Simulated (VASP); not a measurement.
# Sn (Im-3m) in VASP: further runs, part 2 of 2

VASP 6.6.1. Earlier steps stand in the parts before.

## (3) Relaxation of cell and atoms, PBEsol, target pressure 20 GPa, at which the enthalpy is minimised

The input, INCAR:

```
ALGO = Normal ; EDIFF = 1E-6
EDIFFG = -0.01 ; ENCUT = 600
GGA = PS ; IBRION = 2
ISIF = 3 ; ISMEAR = -1
LASPH = T ; LCHARG = F
LREAL = F ; LWAVE = F
NELM = 100 ; NSW = 80
PREC = Accurate ; PSTRESS = 200.0
SIGMA = 0.05
```

The input, KPOINTS:

```
k-points
0
Gamma
  10 10 10
```

The input, POSCAR:

```
Sn
1.0
   -1.8946518192      1.8946518192      1.8946518192
    1.8946518192     -1.8946518192      1.8946518192
    1.8946518192      1.8946518192     -1.8946518192
Sn
1
Direct
    0.0000000000      0.0000000000      0.0000000000
```

Potentials or basis: VASP PAW PBE potentials, release 64 (Sn_d).

On the command line:

```bash
cat potpaw_PBE.64/Sn_d/POTCAR > POTCAR
mpirun -np 1 vasp_std > vasp.out
```

OUTCAR:

```text
EDIFF = 1E-6
   EDIFFG = -0.01
   ENCUT = 600
   GGA = PS
   IBRION = 2
   ISIF = 3
   ISMEAR = -1
   LASPH = T
   LREAL = F
   NELM = 100
   NSW = 80
   PREC = Accurate
   PSTRESS = 200.0

 ion  position               nearest neighbor table
   1  0.000  0.000  0.000-

  LATTYP: Found a body centered cubic cell.
 ALAT       =     3.7893036384

  Lattice vectors:

 A1 = (  -1.8946518192,   1.8946518192,   1.8946518192)
 A2 = (   1.8946518192,  -1.8946518192,   1.8946518192)
 A3 = (   1.8946518192,   1.8946518192,  -1.8946518192)

Analysis of symmetry for initial positions (statically):
=====================================================================
 Subroutine PRICEL returns:
 Original cell was already a primitive cell.

 Routine SETGRP: Setting up the symmetry group for a
 body centered cubic supercell.

 Subroutine GETGRP returns: Found 48 space group operations
[... 9 lines left out ...]

 Routine SETGRP: Setting up the symmetry group for a
 body centered cubic supercell.

 Subroutine GETGRP returns: Found 48 space group operations
[... 11 lines left out ...]
                                     Primitive cell

  volume of cell :      27.2050

  direct lattice vectors                    reciprocal lattice vectors
    -1.894651819  1.894651819  1.894651819     0.000000000  0.263900731  0.263900731
     1.894651819 -1.894651819  1.894651819     0.263900731  0.000000000  0.263900731
     1.894651819  1.894651819 -1.894651819     0.263900731  0.263900731  0.000000000
[... 120 lines left out ...]

--------------------------------------- Ionic step        1  -------------------------------------------

 number of electron      13.9999996 magnetization

 Free energy of the ion-electron system (eV)
  ---------------------------------------------------
  ext. energy  EPLUGINS =         0.00000000
  ---------------------------------------------------
  free energy    TOTEN  =        -4.21222701 eV

  energy without entropy =       -4.20490468  energy(sigma->0) =       -4.20856584

 E-fermi :   7.8804     XC(G=0): -10.5023

 val. band max:        7.7965520274   @ k =   0.2000   0.2000   0.0000
 cond. band min:       7.8862871500   @ k =   0.3000   0.0000   0.0000
 fundamental gap:      0.0897351226
 Fermi energy:         7.8804294483

 k-point     1 :       0.0000    0.0000    0.0000
  band No.  band energies     occupation
      1     -13.5358      2.00000
      2     -13.5358      2.00000
      3     -13.5358      2.00000
      4     -13.3964      2.00000
      5     -13.3964      2.00000
      6      -3.1764      2.00000
      7      15.8560      0.00000
      8      15.8560      0.00000
      9      15.8560      0.00000
     10      20.0365      0.00000
     11      20.0365      0.00000
[... 469 lines left out ...]
--------------------------------------- Ionic step        5  -------------------------------------------

 number of electron      13.9999997 magnetization

 Free energy of the ion-electron system (eV)
  ---------------------------------------------------
  ext. energy  EPLUGINS =         0.00000000
  ---------------------------------------------------
  free energy    TOTEN  =        -3.97257278 eV

  energy without entropy =       -3.97051921  energy(sigma->0) =       -3.97154599

 E-fermi :  11.4492     XC(G=0): -11.7703

 val. band max:       11.2644584647   @ k =  -0.4000   0.4000   0.4000
 cond. band min:      11.4574338125   @ k =   0.4000   0.2000  -0.0000
 fundamental gap:      0.1929753477
 Fermi energy:        11.4492440498

 k-point     1 :       0.0000    0.0000    0.0000
  band No.  band energies     occupation
      1     -10.2797      2.00000
      2     -10.2797      2.00000
      3     -10.2797      2.00000
      4      -9.9851      2.00000
      5      -9.9851      2.00000
      6      -1.7939      2.00000
      7      22.0953      0.00000
      8      22.0953      0.00000
      9      22.0953      0.00000
     10      23.9967      0.00000
     11      23.9967      0.00000
[... 354 lines left out ...]
  energy  without entropy=       -3.9705192111  energy(sigma->0) =       -3.97154599

  enthalpy is  TOTEN    =        -1.3475374059 eV   P V=        2.6250353713

 reached required accuracy - stopping structural energy minimisation
```

It took 66 s on 1 thread of Intel Xeon Platinum 8259CL at 2.50GHz (Skylake/Cascade Lake), shared host; peak memory 0.17 GiB.

Results:

```yaml
Free_energy: -3.9726 eV
Relaxed_volume: 21.03 Å³/atom
Relaxed_cell: a = 3.012 Å, b = 3.012 Å, c = 3.012 Å, α = 109.47°, β = 109.47°, γ = 109.47°
Space_group_after_relaxing_to_0.05_Å: Im-3m (No. 229)
Energy_change_on_relaxing_the_enthalpy_is_what_falls: +239.7 meV/atom
Ionic_steps: 5
Pressure_after_relaxing: 20.0 GPa
Band_gap_on_the_k_mesh: zero (band 7 reaches 22.10 eV, above the bottom of band 8 at 8.28 eV)
```

The path:
```csv
step,energy change (eV),largest force (eV/Å),pressure (GPa),volume (Å³)
1,0.0000,0.0000,-2.17,27.20
2,2.4582,0.0000,122.64,14.91
3,0.1830,0.0000,16.81,21.52
4,0.2183,0.0000,18.83,21.20
5,0.2397,0.0000,20.05,21.03
```

Final structure:
```cif
data_structure
_symmetry_space_group_name_H-M 'P 1'
_symmetry_Int_Tables_number 1
_cell_length_a 3.0117
_cell_length_b 3.0117
_cell_length_c 3.0117
_cell_angle_alpha 109.471
_cell_angle_beta 109.471
_cell_angle_gamma 109.471
_cell_volume 21.03
loop_
_atom_site_label
_atom_site_type_symbol
_atom_site_fract_x
_atom_site_fract_y
_atom_site_fract_z
_atom_site_occupancy
Sn1 Sn 0.00000 0.00000 0.00000 1
```

Caveat: the cell is relaxed towards a set pressure, so the enthalpy falls and the energy may rise; the volume moved by over 15 % at a fixed basis, so the end points are rough; the PAW data sets were made with another functional, which shifts forces and pressure a little; spin-orbit coupling is left out, which moves the levels of the heavy elements.
